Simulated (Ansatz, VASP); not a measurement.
**Ti in VASP and in Ansatz**

Contents of INCAR:

```
ALGO = Fast
EDIFF = 1E-6
ENCUT = 520
GGA = PS
ISIF = 2
ISMEAR = 0
LASPH = True
LCHARG = False
LREAL = False
LWAVE = False
NBANDS = 12
NELM = 80
PREC = Accurate
SIGMA = 0.15
```

KPOINTS

```
k-points
0
Gamma
  22 22 22
```

File POSCAR:

```
Ti
1.0
   -1.7826950017      1.7826950017      1.3905021013
    1.7826950017     -1.7826950017      1.3905021013
    1.7826950017      1.7826950017     -1.3905021013
Ti
1
Direct
    0.0000000000      0.0000000000      0.0000000000
```

Input for Ansatz:

```yaml
crystal:
  lattice:
    - [-1.7826950017, 1.7826950017, 1.3905021013]
    - [1.7826950017, -1.7826950017, 1.3905021013]
    - [1.7826950017, 1.7826950017, -1.3905021013]
  atoms:
    - { symbol: Ti, position: [0.0, 0.0, 0.0] }
basis:
  ecutwfc: 420
kpoints:
  mp_grid: { grid: [22, 22, 22] }
hamiltonian:
  xc: pbesol
scf:
  occupations: { method: gaussian, width: 0.15 }
output:
  forces: true
  stress: true
  eigenvalues: true
```

Alike in both runs: task single point; functional PBEsol; k mesh 22 × 22 × 22; occupations gaussian, width 0.15 eV; no spin polarisation.

```csv
,VASP,Ansatz
version,VASP 6.6.1,Ansatz 0.2.0
potentials or method,"VASP PAW PBE potentials, release 64 (Ti_sv), cutoff 520 eV","scalar-relativistic, plane waves, PAW"
valence electrons in the cell,12,12
```

|  | VASP | Ansatz | Ansatz less VASP |
| --- | --- | --- | --- |
| gap on the k mesh at the Fermi level (eV) | none | none | - |
| pressure (GPa) | -6.9 | -6.6 | +0.25 |
| traceless stress, the component that is largest in VASP (GPa) | 4.18 | 4.26 | +0.083 |

VASP's potentials were made for PBE, not for PBEsol. A gap of «none» marks a metal or a gap that the smearing closes.
